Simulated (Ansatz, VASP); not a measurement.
## Si2W in VASP and in Ansatz

INCAR

```
PREC     = Accurate       # precision mode
ENCUT    = 520            # plane-wave cutoff, eV
EDIFF    = 1E-6           # SCF threshold, eV
ISMEAR   = 0              # smearing method
SIGMA    = 0.15           # smearing width, eV
LREAL    = F              # projectors in reciprocal space
LASPH    = T              # aspherical terms in the spheres
NELM     = 80             # most SCF steps
ALGO     = Normal         # electronic algorithm
ISIF     = 2              # what is computed and relaxed
LWAVE    = F              # write WAVECAR
LCHARG   = F              # write CHGCAR
NBANDS   = 18             # bands
```

Contents of KPOINTS:

```
regular mesh
0
Gamma
  20 20 20
```

Contents of POSCAR:

```
Si2W
1.0
   -1.6541608370      1.6541608370      4.0358182806
    1.6541608370     -1.6541608370      4.0358182806
    1.6541608370      1.6541608370     -4.0358182806
Si W
2 1
Direct
    0.3346644983      0.3346644983      0.0000000000
    0.6653355017      0.6653355017      0.0000000000
    0.0000000000      0.0000000000      0.0000000000
```

Input for Ansatz:

```yaml
crystal:
  lattice:
    - [-1.654160837, 1.654160837, 4.0358182806]
    - [1.654160837, -1.654160837, 4.0358182806]
    - [1.654160837, 1.654160837, -4.0358182806]
  atoms:
    - { symbol: Si, position: [0.3346644983, 0.3346644983, 0.0] }
    - { symbol: Si, position: [0.6653355017, 0.6653355017, 0.0] }
    - { symbol: W, position: [0.0, 0.0, 0.0] }
basis:
  ecutwfc: 420
kpoints:
  mp_grid: { grid: [20, 20, 20] }
hamiltonian:
  xc: lda
  pseudopotentials: { kind: paw, azcp: { folder: soft_1 } }
scf:
  occupations: { method: gaussian, width: 0.15 }
output:
  forces: true
  stress: true
  eigenvalues: true
```

Alike in both runs: task single point; functional LDA; k mesh 20 × 20 × 20; occupations gaussian, width 0.15 eV; no spin polarisation.

|  | VASP | Ansatz |
| --- | --- | --- |
| version | VASP 6.6.1 | Ansatz 0.2.0 |
| potentials or method | VASP PAW LDA potentials, release 64 (Si, W_sv), cutoff 520 eV | scalar-relativistic, plane waves, PAW |
| valence electrons in the cell | 22 | 22 |

```tsv
	VASP	Ansatz	Ansatz less VASP
gap on the k mesh at the Fermi level (eV)	none	none	-
pressure (GPa)	-20.9	-21.4	-0.44
traceless stress, the component that is largest in VASP (GPa)	-1.70	-1.71	-0.015
rms of the force components (eV/Å)	0.126	0.131	+0.0044
```

Ansatz warns that its potentials were made for another functional, while VASP's fit it. LDA's correlation is that of Perdew and Zunger in VASP and of Perdew and Wang (1992) in Ansatz. Atom by atom the forces differ by 0.004 eV/Å (rms over components). A gap of «none» marks a metal or a gap that the smearing closes.

Spin-orbit coupling is off throughout.
